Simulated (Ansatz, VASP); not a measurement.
Two plane-wave programs on B4Pd

```xyz
5
Lattice="3.2169 0.0000 0.0000 -1.6084 2.7859 0.0000 0.0000 0.0000 5.5246" Properties=species:S:1:pos:R:3 pbc="T T T"
B     0.0000    0.0000    1.8163
B     0.0000    0.0000    3.7083
B     0.0000    1.8573    3.4168
B     0.0000    1.8573    2.1078
Pd    0.0000    1.8573    0.0000
```

Alike in both runs: task relaxation of cell and atoms; functional PBE; k mesh 6 × 6 × 4; occupations gaussian, width 0.1 eV; no spin polarisation.

|  | VASP | Ansatz |
| --- | --- | --- |
| version | VASP 6.6.1 | Ansatz 0.2.0 |
| potentials or method | VASP PAW PBE potentials, release 64 (B, Pd), cutoff 600 eV | scalar-relativistic, plane waves, PAW |
| valence electrons in the cell | 22 | 30 |

VASP gave:

```
gap on the k mesh at the Fermi level, each at its own relaxed structure (eV) : none
relaxed volume (Å³/atom)                                                     : 9.31
relaxed cell length with the largest relative difference (Å)                 : 5.943
```

**Question.** Estimate Ansatz's values.

**Answer.** gap on the k mesh at the Fermi level, each at its own relaxed structure (eV): none; relaxed volume (Å³/atom): 9.32; relaxed cell length with the largest relative difference (Å): 5.945.

A gap of «none» marks a metal or a gap that the smearing closes. VASP's potentials hold 22 valence electrons a cell and Ansatz's 30, so a difference there can come from the potentials and not from the codes.

The k mesh is coarse, so the values compare programs but aren't converged.
